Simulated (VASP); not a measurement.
# Co in VASP: notebook

The runs below take Co through single point, with PBE.

All numbers are computed with VASP 6.6.1; they aren't measurements. Logs are shortened: lines on timing, memory, paths and dates and some standing lists are left out, and cuts for length are marked.

### 1 The cell of the first run

The cell holds a slab with vacuum, 6 atoms: a = 2.540 Å, b = 2.540 Å, c = 25.367 Å, α = 90.00°, β = 90.00°, γ = 120.00°.

### 2 Single point, PBE

INCAR

```
SYSTEM = Co
PREC = Accurate
ENCUT = 520
EDIFF = 1E-6
ISMEAR = -1
SIGMA = 0.05
LREAL = .FALSE.
LASPH = .TRUE.
NELM = 100
ALGO = Normal
ISIF = 2
LWAVE = .FALSE.
LCHARG = .FALSE.
LDIPOL = .TRUE.
IDIPOL = 3
DIPOL = 0.5 0.5 0.500
GGA = PE
NBANDS = 36
```

KPOINTS

```
regular mesh
0
G
  12 12 1
  0 0 0
```

POSCAR

```
Co
1.0
    2.5395032940      0.0000000000      0.0000000000
   -1.2697516470      2.1992743656      0.0000000000
    0.0000000000      0.0000000000     25.3674787838
Co
6
Direct
    0.6666666667      0.3333333333      0.2956541351
    0.3333333333      0.6666666667      0.3773924811
    0.0000000000      0.0000000000      0.4591308270
    0.6666666667      0.3333333333      0.5408691730
    0.3333333333      0.6666666667      0.6226075189
    0.0000000000      0.0000000000      0.7043458649
```

Potentials or basis: VASP PAW PBE potentials, release 64 (Co).

Run with:

```
cat potpaw_PBE.64/Co/POTCAR > POTCAR
mpirun -np 1 vasp_std > vasp.out
```

OUTCAR:

```text
SYSTEM = Co
   PREC = Accurate
   ENCUT = 520
   EDIFF = 1E-6
   ISMEAR = -1
   LREAL = .FALSE.
   LASPH = .TRUE.
   NELM = 100
   ISIF = 2
   GGA = PE

 ion  position               nearest neighbor table
   1  0.667  0.333  0.296-   2 2.54   2 2.54   2 2.54
   2  0.333  0.667  0.377-   3 2.54   3 2.54   3 2.54   1 2.54   1 2.54   1 2.54
   3  0.000  0.000  0.459-   2 2.54   2 2.54   2 2.54   4 2.54   4 2.54   4 2.54
   4  0.667  0.333  0.541-   5 2.54   5 2.54   5 2.54   3 2.54   3 2.54   3 2.54
   5  0.333  0.667  0.623-   4 2.54   4 2.54   4 2.54   6 2.54   6 2.54   6 2.54
   6  0.000  0.000  0.704-   5 2.54   5 2.54   5 2.54

  LATTYP: Found a hexagonal cell.
 ALAT       =     2.5395032940
 C/A-ratio  =     9.9891497852

  Lattice vectors:

 A1 = (   2.5395032940,   0.0000000000,   0.0000000000)
 A2 = (  -1.2697516470,   2.1992743656,   0.0000000000)
 A3 = (   0.0000000000,   0.0000000000,  25.3674787838)

Analysis of symmetry for initial positions (statically):
=====================================================================
 Subroutine PRICEL returns:
 Original cell was already a primitive cell.

 Routine SETGRP: Setting up the symmetry group for a
 hexagonal supercell.

 Subroutine GETGRP returns: Found 12 space group operations
 (whereof  6 operations were pure point group operations)
 out of a pool of 24 trial point group operations.

The static configuration has the point symmetry C_3v.
 The point group associated with its full space group is D_3d.

Analysis of symmetry for dynamics (positions and initial velocities):
=====================================================================
 Subroutine PRICEL returns:
 Original cell was already a primitive cell.

 Routine SETGRP: Setting up the symmetry group for a
 hexagonal supercell.

 Subroutine GETGRP returns: Found 12 space group operations
 (whereof  6 operations were pure point group operations)
 out of a pool of 24 trial point group operations.

The dynamic configuration has the point symmetry C_3v.
 The point group associated with its full space group is D_3d.

 Subroutine INISYM returns: Found 12 space group operations
 (whereof  6 operations are pure point group operations),
 and found     1 'primitive' translations

----------------------------------------------------------------------------------------

[... 100 lines left out ...]
   ISIF   =      2    stress and relaxation
   ISYM   =      2    0-nonsym 1-usesym 2-fastsym
   POTIM  = 0.5000    time-step for ionic-motion
   TEBEG  =    0.0;   TEEND  =   0.0 temperature during run
   PSTRESS=    0.0 pullay stress
   NELECT =      54.0000    total number of electrons
   NUPDOWN=      -1.0000    fix difference up-down
   EMIN   =  10.00;   EMAX   =-10.00  energy-range for DOS
   EFERMI =   0.00;   METHOD = LEGACY
   ISMEAR =    -1;   SIGMA  =   0.05  broadening in eV -4-tet -1-fermi 0-gaus
   EFERMI_NEDOS =   21; number of points for ismear=-14 and -15
   IALGO  =     38    algorithm
   IMIX   =      4    mixing-type and parameters
     AMIX     =   0.40;   BMIX     =  1.00
     AMIX_MAG =   1.60;   BMIX_MAG =  1.00
  volume/ion in A,a.u.               =      23.61       159.35
  Fermi-wavevector in a.u.,A,eV,Ry     =   1.186964  2.243037 19.169028  1.408884
  Thomas-Fermi vector in A             =   2.323126
   LORBIT       =      0    0 simple, 1 ext, 2 COOP (PROOUT), +10 PAW based schemes
   GGA     = PE    functional components
   LHFCALC =     F    Hartree Fock is set to
   AEXX    =    0.0000 exact exchange contribution
   IVDW    =     0    specifies the selected vdW correction
   LEPSILON=     F    determine dielectric tensor
   LRPA    =     F    only Hartree local field effects (RPA)
 non-spin polarized calculation
  energy-cutoff  :      520.00
  volume of cell :      141.68
 maximum number of plane-waves:      3851
 NGX is ok and might be reduce to    20
   NGX =  9   NGY =  9   NGZ = 95

 dipolmoment           0.000000      0.000000     -0.000000 electrons x Angstroem

 number of electron      54.0000008 magnetization

 dipolmoment           0.000000      0.000000      0.000002 electrons x Angstroem

 Free energy of the ion-electron system (eV)
  ---------------------------------------------------
  ext. energy  EPLUGINS =         0.00000000
  ---------------------------------------------------
  free energy    TOTEN  =       -38.70954806 eV

  energy without entropy =      -38.56229777  energy(sigma->0) =      -38.63592292

 E-fermi :   1.9632     XC(G=0):  -7.1504

 val. band max:        1.9616001905   @ k =   0.3333   0.2500   0.0000
 cond. band min:       1.9651177524   @ k =   0.1667   0.1667   0.0000
 fundamental gap:      0.0035175619
 Fermi energy:         1.9631685514

 k-point     1 :       0.0000    0.0000    0.0000
  band No.  band energies     occupation
      1      -6.1532      2.00000
      2      -5.4982      2.00000
      3      -4.5030      2.00000
      4      -3.3803      2.00000
      5      -2.5403      2.00000
      6      -2.2610      2.00000
[... 730 lines left out ...]
     35       7.4961      0.00000
     36       8.1515      0.00000

------------------------ aborting loop because EDIFF is reached ----------------------------------------

 vacuum level on the upper side and lower side of the slab       (xc-potential included)        -0.191        -0.191

  FORCE on cell =-STRESS in cart. coord.  units (eV):
  Direction    XX          YY          ZZ          XY          YZ          ZX
  --------------------------------------------------------------------------------------
  -------------------------------------------------------------------------------------
  Total      -11.2833739    -11.2833739     -9.3411662      0.0000000      0.0000000      0.0000000
  in kB     -127.5980576   -127.5980576   -105.6345980      0.0000000      0.0000000      0.0000000
  external PRESSURE =    -120.2769044 kB  Pullay stress =       0.0000000 kB

 VOLUME and BASIS-vectors are now :
 -----------------------------------------------------------------------------
  energy-cutoff  :      520.00
  volume of cell :      141.68
      direct lattice vectors                 reciprocal lattice vectors
     2.539503294  0.000000000  0.000000000     0.393777792  0.227347714  0.000000000
    -1.269751647  2.199274366  0.000000000     0.000000000  0.454695428  0.000000000
     0.000000000  0.000000000 25.367478784     0.000000000  0.000000000  0.039420551

 POSITION                                       TOTAL-FORCE (eV/Angst)
 -----------------------------------------------------------------------------------
      1.26975      0.73309      7.50000        -0.000000      0.000000      1.038770
     -0.00000      1.46618      9.57350         0.000000      0.000000     -0.206887
      0.00000      0.00000     11.64699         0.000000      0.000000     -0.070866
      1.26975      0.73309     13.72049         0.000000     -0.000000      0.070866
     -0.00000      1.46618     15.79398        -0.000000     -0.000000      0.206887
      0.00000      0.00000     17.86748         0.000000     -0.000000     -1.038770
 -----------------------------------------------------------------------------------
    total drift:                               -0.000000      0.000000      0.000244

  FREE ENERGIE OF THE ION-ELECTRON SYSTEM (eV)
  ---------------------------------------------------
  free  energy   TOTEN  =       -38.7095480601 eV

  energy  without entropy=      -38.5622977741  energy(sigma->0) =      -38.63592292

 vacuum level on the upper side and lower side of the slab         6.913         6.913
```

stdout:

```text
POSCAR found type information on POSCAR Co
 POSCAR found :  1 types and       6 ions
 scaLAPACK will be used
 LDA part: xc-table for (Slater+PW92), standard interpolation
 POSCAR, INCAR and KPOINTS ok, starting setup
 FFT: planning ... GRIDC
 FFT: planning ... GRID_SOFT
 FFT: planning ... GRID
 WAVECAR not read
 entering main loop
```

It took 2.3 min on 1 thread of Intel Xeon 6975P-C (Granite Rapids), shared host; peak memory 0.28 GiB.

Results:

```yaml
Free_energy: -38.7095 eV
Largest_force: 1.039 eV/Å
Band_gap_on_the_k_mesh: zero (bands 27 and 28 overlap by 0.82 eV)
```

Forces on the atoms (eV/Å):
```
Co   0.000  0.000  1.039
Co   0.000  0.000 -0.207
Co   0.000  0.000 -0.071
Co   0.000  0.000  0.071
Co   0.000  0.000  0.207
Co   0.000  0.000 -1.039
```

Levels at points of the mesh, in eV from the Fermi level:
| k point | band 23 | band 24 | band 25 | band 26 | band 27 | band 28 | band 29 | band 30 |
| --- | --- | --- | --- | --- | --- | --- | --- | --- |
| (0.00, 0.00, 0.00) | -1.16 | -0.50 | -0.50 | -0.49 | -0.49 | -0.34 | -0.34 | -0.08 |
| (0.50, 0.00, 0.00) | 0.22 | 0.23 | 0.29 | 0.30 | 0.35 | 0.42 | 0.51 | 0.51 |

Caveat: the run has no spin polarisation, though such a crystal can be magnetic. Spin polarisation is off, so any magnetic state and its effect on volume and gap are missing.

### 3 Single point, PBE, collinear spin, antiferromagnetic start

INCAR

```
SYSTEM = Co
ALGO = Normal
DIPOL = 0.5 0.5 0.500
EDIFF = 1E-6
ENCUT = 520
GGA = PE
IDIPOL = 3
ISIF = 2
ISMEAR = -1
ISPIN = 2
LASPH = .True.
LCHARG = .False.
LDIPOL = .True.
LMAXMIX = 4
LORBIT = 11
LREAL = .False.
LWAVE = .False.
MAGMOM = 2 -2 2 -2 2 -2
NBANDS = 40
NELM = 150
PREC = Accurate
SIGMA = 0.05
```

KPOINTS

```
k-points
0
Gamma
  12 12 1
  0 0 0
```

POSCAR is that of step 2.

Potentials or basis: VASP PAW PBE potentials, release 64 (Co).

Run with:

```
cat potpaw_PBE.64/Co/POTCAR > POTCAR
mpirun -np 1 vasp_std > vasp.out
```

It took 12 min on 1 thread of Intel Xeon 6975P-C (Granite Rapids), shared host; peak memory 0.39 GiB.

The run converged. Its results:

| Quantity | Value |
| --- | --- |
| Free energy | -39.1617 eV |
| Largest force | 0.447 eV/Å |
| Band gap on the k mesh | zero (filled and empty bands overlap) |
| Net moment | 0.00 μB per cell |
| Site moments | Co +1.76, -1.00, +0.52, -0.52, +1.00, -1.76 μB |
| Valence electrons inside the program's atomic spheres | Co 8.01, 8.15, 8.16 (each value once) |

Forces in eV/Å, atoms in the order of the input:
```
Co   0.000  0.000  0.447
Co   0.000  0.000  0.283
Co   0.000  0.000 -0.023
Co   0.000  0.000  0.023
Co   0.000  0.000 -0.283
Co   0.000  0.000 -0.447
```

Levels at points of the mesh, in eV from the Fermi level:
Spin up:
| k point | band 25 | band 26 | band 27 | band 28 | band 29 | band 30 |
| --- | --- | --- | --- | --- | --- | --- |
| (0.00, 0.00, 0.00) | -0.87 | -0.50 | -0.50 | -0.46 | -0.46 | -0.18 |
| (0.50, 0.00, 0.00) | 0.22 | 0.23 | 0.41 | 0.69 | 0.71 | 0.92 |
Spin down:
```csv
k point,band 23,band 24,band 25,band 26,band 27,band 28,band 29,band 30,band 31,band 32
"(0.00, 0.00, 0.00)",-1.05,-0.87,-0.87,-0.50,-0.50,-0.46,-0.46,-0.18,0.03,0.03
"(0.50, 0.00, 0.00)",-0.23,-0.01,0.22,0.23,0.41,0.69,0.71,0.92,1.20,1.62
```
